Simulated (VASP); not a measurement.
A run of VASP 6.6.1 is set up as follows.

The input INCAR:

```
  PREC = Accurate
  ENCUT = 520
  EDIFF = 1E-6
  ISMEAR = 0
  SIGMA = 0.03
  LREAL = False
  LASPH = True
  NELM = 100
  ALGO = Fast
  ISIF = 2
  LWAVE = False
  LCHARG = False
  GGA = PS
  NBANDS = 11
```

The input KPOINTS:

```
regular mesh
0
Gamma
  10 10 10
```

The input POSCAR:

```
Sr
1.0
    0.0000000000      2.8629609625      3.4355531550
    2.8629609625      0.0000000000      3.4355531550
    2.8629609625      2.8629609625      0.0000000000
Sr
1
Direct
    0.0000000000      0.0000000000      0.0000000000
```

Potentials or basis: VASP PAW PBE potentials, release 64 (Sr_sv).

The run is started by

```sh
$ cat potpaw_PBE.64/Sr_sv/POTCAR > POTCAR
$ mpirun -np 1 vasp_std > vasp.out
```

Question: What does it give for the band gap on the k mesh?

Answer: Zero (bands 5 and 6 overlap by 0.10 eV).

Question: Predict the pressure.

Answer: -1.0 GPa.

Stress tensor (GPa, compression positive):
```
-0.32  0.00  0.00
 0.00 -0.32  0.00
 0.00  0.00 -2.25
```

Caveat: the PAW data sets were made with another functional, which shifts forces and pressure a little.
